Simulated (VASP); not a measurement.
Input of a VASP 6.6.1 run:

The input INCAR:

```
PREC     = Accurate       # precision mode
ENCUT    = 520            # plane-wave cutoff, eV
EDIFF    = 1E-6           # SCF threshold, eV
ISMEAR   = 1              # smearing method
SIGMA    = 0.1            # smearing width, eV
LREAL    = F              # projectors in reciprocal space
LASPH    = T              # aspherical terms in the spheres
NELM     = 80             # most SCF steps
ALGO     = Normal         # electronic algorithm
ISIF     = 2              # what is computed and relaxed
LWAVE    = F              # write WAVECAR
LCHARG   = T              # write CHGCAR
GGA      = PS             # functional
LELF     = T              # ELF
LVHAR    = T            
NBANDS   = 12             # bands
```

KPOINTS

```
regular mesh
0
Gamma
  34 34 34
```

The input POSCAR:

```
Au
1.0
    0.0000000000      2.0410784060      2.0410784060
    2.0410784060      0.0000000000      2.0410784060
    2.0410784060      2.0410784060      0.0000000000
Au
1
Direct
    0.0000000000      0.0000000000      0.0000000000
```

Potentials or basis: VASP PAW PBE potentials, release 64 (Au).

Run with:

```console
$ cat potpaw_PBE.64/Au/POTCAR > POTCAR
$ mpirun -np 1 vasp_std > vasp.out
```

**Question.** Predict the pressure.

**Answer.** -0.3 GPa.

Caveat: the PAW data sets were made with another functional, which shifts forces and pressure a little.
